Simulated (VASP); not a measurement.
**SiO2: single point with r2SCAN**

The system is SiO2.

```xyz
6
Lattice="4.1854 0.0000 0.0000 0.0000 4.1854 0.0000 0.0000 0.0000 2.6687" Properties=species:S:1:pos:R:3 pbc="T T T"
Si    2.0927    2.0927    1.3344
Si    0.0000    0.0000    0.0000
O     2.9042    2.9042    0.0000
O     0.8115    3.3739    1.3344
O     1.2812    1.2812    0.0000
O     3.3739    0.8115    1.3344
```

```json
{"Program": "VASP 6.6.1", "Task": "single point", "Functional": "r2SCAN", "Potentials or basis": "VASP PAW PBE potentials, release 64 (Si, O)", "Cutoff": "520 eV", "k mesh": "6 × 6 × 8", "Occupations": "gaussian, width 0.02 eV", "Spin": "no spin polarisation", "Dipole correction": "no", "Further INCAR settings": "ALGO = Normal; EDIFF = 1e-06; NBANDS = 25"}
```

```
Pressure               : 0.4 GPa
Largest force          : 0.023 eV/Å
Band gap on the k mesh : 6.51 eV, direct
```

Forces on the atoms (eV/Å):
```
Si   0.000  0.000  0.000
Si   0.000  0.000  0.000
O    0.016  0.016  0.000
O    0.016 -0.016  0.000
O   -0.016 -0.016  0.000
O   -0.016  0.016  0.000
```

Stress tensor (GPa, compression positive):
```
0.07 0.00 0.00
0.00 0.07 0.00
0.00 0.00 1.00
```

Levels at points of the mesh, in eV from the valence-band top:
```
           k point  band 12  band 13  band 14  band 15  band 16  band 17  band 18  band 19  band 20  band 21
(0.00, 0.00, 0.00)    -3.18    -2.52    -0.88    -0.88     0.00     6.51     7.64     9.47     9.47    12.05
(0.50, 0.00, 0.00)    -3.93    -2.72    -2.72    -1.08    -1.08     8.70     8.70    10.05    10.05    12.08
(0.50, 0.50, 0.00)    -3.30    -2.68    -2.68    -2.32    -2.32     8.39     8.39    11.05    11.05    14.33
(0.00, 0.00, 0.50)    -4.66    -3.10    -3.10    -2.71    -2.71    10.14    10.14    13.74    13.74    13.90
(0.50, 0.00, 0.50)    -4.00    -2.31    -2.31    -1.80    -1.80     9.81     9.81    10.88    10.88    13.30
(0.50, 0.50, 0.50)    -4.53    -1.78    -1.78    -1.60    -1.60     8.15     8.15    12.00    12.00    12.78
```

Wall time 57 s on 1 thread of Intel(R) Xeon(R) 6975P-C (Granite Rapids) (shared host), peak memory 0.18 GiB.

Caveat: the PAW data sets were made with another functional, which shifts forces and pressure a little. r2SCAN opens gaps a little over a GGA but as a rule still falls short of measured ones.
